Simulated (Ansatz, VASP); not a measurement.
**One calculation of WSe3, two programs**

```
W Se
1.0
    -2.19729    2.19729    4.90823
     2.19729   -2.19729    4.90823
     2.19729    2.19729   -4.90823
W Se
1 3
Direct
  0.00000 0.00000 0.00000
  0.50000 0.50000 0.00000
  0.25000 0.75000 0.50000
  0.75000 0.25000 0.50000
```

Alike in both runs: task single point; functional PBE; k mesh 6 × 6 × 6; occupations gaussian, width 0.1 eV; collinear spin.

```csv
,VASP,Ansatz
version,VASP 6.6.1,Ansatz 0.2.0
potentials or method,"VASP PAW PBE potentials, release 64 (W_sv, Se), cutoff 520 eV","scalar-relativistic, plane waves, PAW"
valence electrons in the cell,32,62
```

|  | VASP | Ansatz | Ansatz less VASP |
| --- | --- | --- | --- |
| gap on the k mesh at the Fermi level (eV) | none | none | - |
| pressure (GPa) | -13.0 | -13.0 | -0.01 |
| traceless stress, the component that is largest in VASP (GPa) | -0.83 | -0.82 | +0.007 |
| net moment per atom (μB) | 0.47 | 0.47 | 0.000 |
| size of the moment on the site where the two differ most (μB) | 2.17 | 2.26 | +0.087 |

Site moments also hang on the region over which each program counts them. A gap of «none» marks a metal or a gap that the smearing closes. VASP's potentials hold 32 valence electrons a cell and Ansatz's 62, so a difference there can come from the potentials and not from the codes. Ansatz's warnings: no starting moments.

Spin-orbit coupling is off throughout.
